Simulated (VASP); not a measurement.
Write the native input for VASP 6.6.1 that does the following.

```
Task                   : electric field gradients
Functional             : PBEsol
Potentials or basis    : VASP PAW PBE potentials, release 64 (Yb)
Cutoff                 : 520 eV
k mesh                 : 12 × 12 × 12
Occupations            : fermi-dirac, width 0.03 eV
Spin                   : no spin polarisation
Dipole correction      : no
Further INCAR settings : ALGO = Normal; EDIFF = 1e-08; NBANDS = 18
```

The structure of Yb lies in POSCAR:

```
Yb
1.0
    0.0000000000      2.7063383752      2.7063383752
    2.7063383752      0.0000000000      2.7063383752
    2.7063383752      2.7063383752      0.0000000000
Yb
1
Direct
    0.0000000000      0.0000000000      0.0000000000
```

The input as run:

INCAR

```
SYSTEM = Yb
PREC = Accurate ; ENCUT = 520
EDIFF = 1E-8 ; ISMEAR = -1
SIGMA = 0.03 ; LREAL = .FALSE.
LASPH = .TRUE. ; NELM = 100
ALGO = Normal ; ISIF = 2
LWAVE = .FALSE. ; LCHARG = .FALSE.
GGA = PS ; LEFG = .TRUE.
NBANDS = 18
```

KPOINTS

```
Automatic mesh
0
G
  12 12 12
  0 0 0
```

Potentials or basis: VASP PAW PBE potentials, release 64 (Yb).

Run with:

```bash
$ cat potpaw_PBE.64/Yb/POTCAR > POTCAR
$ mpirun -np 1 vasp_std > vasp.out
```

It gave:

The pressure is -3.2 GPa, the band gap on the k mesh is zero (bands 12 and 13 overlap by 0.03 eV) and the largest electric field gradient by atom is under 0.05 V/Å² on every atom.

Caveat: the cell stands under tension; the PAW data sets were made with another functional, which shifts forces and pressure a little; spin-orbit coupling is left out, which moves the levels of the heavy elements.

Wall time 3.6 min on 1 thread of Intel(R) Xeon(R) Platinum 8259CL CPU @ 2.50GHz (Skylake/Cascade Lake), on a shared host, peak memory 0.21 GiB.
